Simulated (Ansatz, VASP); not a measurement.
**Two plane-wave programs on Ga2SnTe2**

```
Ga Sn Te
1.0
     4.02740    0.00000    0.00000
    -2.01370    3.48783    0.00000
     0.00000    0.00000   11.76284
Ga Sn Te
2 1 2
Direct
  0.00000 0.00000 0.27070
  0.00000 0.00000 0.72930
  0.00000 0.00000 0.50000
  0.33333 0.66667 0.15876
  0.66667 0.33333 0.84124
```

Alike in both runs: functional PBE; k mesh 6 × 6 × 2; occupations gaussian, width 0.1 eV; no spin polarisation.

Ansatz relaxed the structure, and its values are those at the end. VASP's run is a single point on that final structure, the one shown.

|  | VASP | Ansatz |
| --- | --- | --- |
| version | VASP 6.6.1 | Ansatz 0.2.0 |
| potentials or method | VASP PAW PBE potentials, release 64 (Ga_d, Sn_d, Te), cutoff 520 eV | scalar-relativistic, plane waves, PAW |
| valence electrons in the cell | 52 | 72 |

|  | VASP | Ansatz | Ansatz less VASP |
| --- | --- | --- | --- |
| gap on the k mesh at the Fermi level (eV) | none | none | - |
| pressure (GPa) | 0.1 | 0.1 | -0.04 |
| rms of the force components (eV/Å) | 0.013 | 0.004 | -0.0092 |

A gap of «none» marks a metal or a gap that the smearing closes. The functional is the same, so the differences come from potentials, cutoffs and numerics. VASP's potentials hold 52 valence electrons a cell and Ansatz's 72, so a difference there can come from the potentials and not from the codes.

Neither program's run includes spin-orbit coupling.
